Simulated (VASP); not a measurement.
Input of a VASP 6.6.1 run:

Contents of INCAR:

```
ALGO     = Normal         # electronic algorithm
EDIFF    = 1E-6           # SCF threshold, eV
ENCUT    = 520            # plane-wave cutoff, eV
ISIF     = 2              # what is computed and relaxed
ISMEAR   = -1             # smearing method
LASPH    = True           # aspherical terms in the spheres
LCHARG   = False          # write CHGCAR
LREAL    = False          # projectors in reciprocal space
LWAVE    = False          # write WAVECAR
NBANDS   = 24             # bands
NELM     = 60             # most SCF steps
PREC     = Accurate       # precision mode
SIGMA    = 0.08           # smearing width, eV
```

Contents of KPOINTS:

```
k-points
0
Gamma
  15 15 1
```

POSCAR

```
Cu
1.0
    2.4874897871      0.0000000000      0.0000000000
    0.0000000000      2.4874897871      0.0000000000
    0.0000000000      0.0000000000     19.5178000000
Cu
3
Direct
    0.0000000000      0.0000000000      0.4122684683
    0.5000000000      0.5000000000      0.4999998093
    0.0000000000      0.0000000000      0.5877317224
```

Potentials or basis: VASP PAW LDA potentials, release 64 (Cu).

The run is started by

```bash
$ cat potpaw_LDA.64/Cu/POTCAR > POTCAR
$ mpirun -np 1 vasp_std > vasp.out
```

(1) Estimate the largest force.

Results:

(1) 0.047 eV/Å.
